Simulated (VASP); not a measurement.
A run of VASP 6.6.1 is set up as follows.

File INCAR:

```
SYSTEM = GaSb
  ALGO = Normal
  EDIFF = 1E-6
  ENCUT = 520
  GGA = PE
  ISIF = 2
  ISMEAR = -1
  LASPH = .TRUE.
  LCHARG = .FALSE.
  LREAL = .FALSE.
  LWAVE = .FALSE.
  NBANDS = 16
  NELM = 60
  PREC = Accurate
  SIGMA = 0.02
```

KPOINTS

```
k-points
0
G
  4 4 4
  0 0 0
```

POSCAR

```
GaSb
1.0
    0.0000000000      3.0590000000      3.0590000000
    3.0590000000      0.0000000000      3.0590000000
    3.0590000000      3.0590000000      0.0000000000
Sb Ga
1 1
Direct
    0.7500000000      0.7500000000      0.7500000000
    0.0000000000      0.0000000000      0.0000000000
```

Potentials or basis: VASP PAW PBE potentials, release 64 (Sb, Ga_d).

Command:

```console
$ cat potpaw_PBE.64/Sb/POTCAR potpaw_PBE.64/Ga_d/POTCAR > POTCAR
$ mpirun -np 1 vasp_std > vasp.out
```

Q: What does it give for the pressure?

A: 2.9 GPa.

Caveat: the k points lie up to 0.44 Å⁻¹ apart.
